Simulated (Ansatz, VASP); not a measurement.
**NaH in VASP and in Ansatz**

The input POSCAR:

```
NaH
1.0
    0.0000000000      2.3698973206      2.2314953171
    2.3698973206      0.0000000000      2.2314953171
    2.3698973206      2.3698973206      0.0000000000
Na H
1 1
Direct
    0.0000000000      0.0000000000      0.0000000000
    0.5000000000      0.5000000000      0.5000000000
```

INCAR.step1

```
SYSTEM = NaH
ALGO = Normal
EDIFF = 1E-4
ENCUT = 520
GGA = PE
ISMEAR = -1
LASPH = .True.
LCHARG = .False.
LREAL = .False.
LWAVE = .True.
NBANDS = 11
NELM = 60
PREC = Accurate
SIGMA = 0.2
```

The input INCAR.step2:

```
SYSTEM = NaH
ALGO = Normal
EDIFF = 1E-7
ENCUT = 520
ISIF = 2
ISMEAR = -1
ISTART = 1
LASPH = .True.
LCHARG = .False.
LMIXTAU = .True.
LREAL = .False.
LWAVE = .False.
METAGGA = R2SCAN
NBANDS = 11
NELM = 60
PREC = Accurate
SIGMA = 0.2
```

KPOINTS

```
k-points
0
Gamma
  10 10 10
  0 0 0
```

Input for Ansatz:

```yaml
crystal:
  lattice:
    - [0.0, 2.3698973206, 2.2314953171]
    - [2.3698973206, 0.0, 2.2314953171]
    - [2.3698973206, 2.3698973206, 0.0]
  atoms:
    - { symbol: Na, position: [0.0, 0.0, 0.0] }
    - { symbol: H, position: [0.5, 0.5, 0.5] }
basis:
  ecutwfc: 520.0
kpoints:
  mp_grid: { grid: [10, 10, 10] }
hamiltonian:
  xc: r2scan
scf:
  occupations: { method: fermi_dirac, width: 0.2 }
output:
  forces: true
  stress: true
  eigenvalues: true
```

Alike in both runs: task single point; functional r2SCAN; k mesh 10 × 10 × 10; occupations fermi-dirac, width 0.2 eV; no spin polarisation.

|  | VASP | Ansatz |
| --- | --- | --- |
| version | VASP 6.6.1 | Ansatz 0.2.0 |
| potentials or method | VASP PAW PBE potentials, release 64 (Na_pv, H), cutoff 520 eV | scalar-relativistic, plane waves, PAW |
| valence electrons in the cell | 8 | 10 |

```csv
,VASP,Ansatz,Ansatz less VASP
gap on the k mesh at the Fermi level (eV),4.55,4.54,-0.012
least direct gap on the mesh (eV),5.47,5.47,-0.001
pressure (GPa),2.8,2.9,+0.19
"traceless stress, the component that is largest in VASP (GPa)",2.44,2.31,-0.122
```

VASP's potentials were made for PBE, not for r2SCAN. VASP's potentials hold 8 valence electrons a cell and Ansatz's 10, so a difference there can come from the potentials and not from the codes.
